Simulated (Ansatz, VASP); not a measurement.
## MoS2: VASP beside Ansatz

```
Mo S
1.0
     3.17302    0.00000    0.00000
    -1.58651    2.74792    0.00000
     0.00000    0.00000   12.43591
Mo S
2 4
Direct
  0.33333 0.66667 0.25000
  0.66667 0.33333 0.75000
  0.33333 0.66667 0.62490
  0.66667 0.33333 0.12490
  0.33333 0.66667 0.87510
  0.66667 0.33333 0.37510
```

Alike in both runs: task single point; functional PBE; k mesh 6 × 6 × 2; occupations fermi-dirac, width 0.02 eV; non-collinear spin, spin-orbit coupling.

|  | VASP | Ansatz |
| --- | --- | --- |
| version | VASP 6.6.1 | Ansatz 0.2.0 |
| potentials or method | VASP PAW PBE potentials, release 64 (Mo_sv, S) | plane waves, PAW |
| plane-wave cutoff (eV) | 520 | 420 |
| valence electrons in the cell | 52 | 52 |

```tsv
	VASP	Ansatz	Ansatz less VASP
net moment per atom (μB)	0.00	0.00	0.000
```

Ansatz's warnings: optics gap not shown off mesh.

The k mesh is coarse, so the values compare programs but aren't converged.
